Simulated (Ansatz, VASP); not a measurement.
## Na in VASP and in Ansatz

```
CELL_PARAMETERS angstrom
3.55298 0.00000 0.00000
0.00000 3.55298 0.00000
0.00000 0.00000 3.55298
ATOMIC_POSITIONS crystal
Na 0.00000 0.00000 0.00000
```

Alike in both runs: task single point; functional BLYP; k mesh 10 × 10 × 10; occupations fermi-dirac, width 0.1 eV; no spin polarisation.

```csv
,VASP,Ansatz
version,VASP 6.6.1,Ansatz 0.2.0
potentials or method,"VASP PAW PBE potentials, release 64 (Na_pv), cutoff 520 eV","plane waves (420 eV) with PAW, scalar-relativistic"
valence electrons in the cell,7,9
```

|  | VASP | Ansatz | Ansatz less VASP |
| --- | --- | --- | --- |
| pressure (GPa) | -0.3 | -0.3 | +0.01 |

VASP's potentials were made for PBE, not for BLYP. VASP's potentials hold 7 valence electrons a cell and Ansatz's 9, so a difference there can come from the potentials and not from the codes.
